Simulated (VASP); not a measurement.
A run of VASP 6.6.1 is set up as follows.

File INCAR:

```
SYSTEM = Be2ZnSe3
ALGO = Normal
EDIFF = 1E-7
ENCUT = 520
GGA = PE
ISIF = 2
ISMEAR = 0
LASPH = .True.
LCHARG = .True.
LELF = .True.
LREAL = .False.
LVHAR = .True.
LWAVE = .False.
NBANDS = 26
NELM = 100
PREC = Accurate
SIGMA = 0.1
```

KPOINTS

```
k-points
0
Gamma
  6 6 2
  0 0 0
```

File POSCAR:

```
Be2ZnSe3
1.0
    3.7899661000      0.0000000000      0.0000000000
   -1.8949831000      3.2822069000      0.0000000000
    0.0000000000      0.0000000000      9.3406561000
Be Zn Se
2 1 3
Direct
    0.0000000000      0.0000000000      0.0084440000
    0.6666667000      0.3333333000      0.3242370000
    0.3333333000      0.6666667000      0.6631090000
    0.0000000000      0.0000000000      0.7700450000
    0.3333333000      0.6666667000      0.3998320000
    0.6666667000      0.3333333000      0.0843330000
```

Potentials or basis: VASP PAW PBE potentials, release 64 (Be, Zn, Se).

Run with:

```sh
$ cat potpaw_PBE.64/Be/POTCAR potpaw_PBE.64/Zn/POTCAR potpaw_PBE.64/Se/POTCAR > POTCAR
$ mpirun -np 1 vasp_std > vasp.out
```

**Question.** What does it give for the largest force?

**Answer.** 0.022 eV/Å.

**Question.** Predict the pressure.

**Answer.** 0.2 GPa.

**Question.** Estimate the band gap on the k mesh.

**Answer.** 2.36 eV, indirect (least direct gap 2.52 eV).

Forces on the atoms (eV/Å):
```
Be   0.000  0.000 -0.001
Be   0.000  0.000  0.001
Zn   0.000  0.000 -0.009
Se   0.000  0.000  0.022
Se   0.000  0.000 -0.012
Se   0.000  0.000 -0.001
```

A k mesh can miss the band edges. Expect the measured gap to be larger: semilocal functionals such as PBE lack the derivative discontinuity.
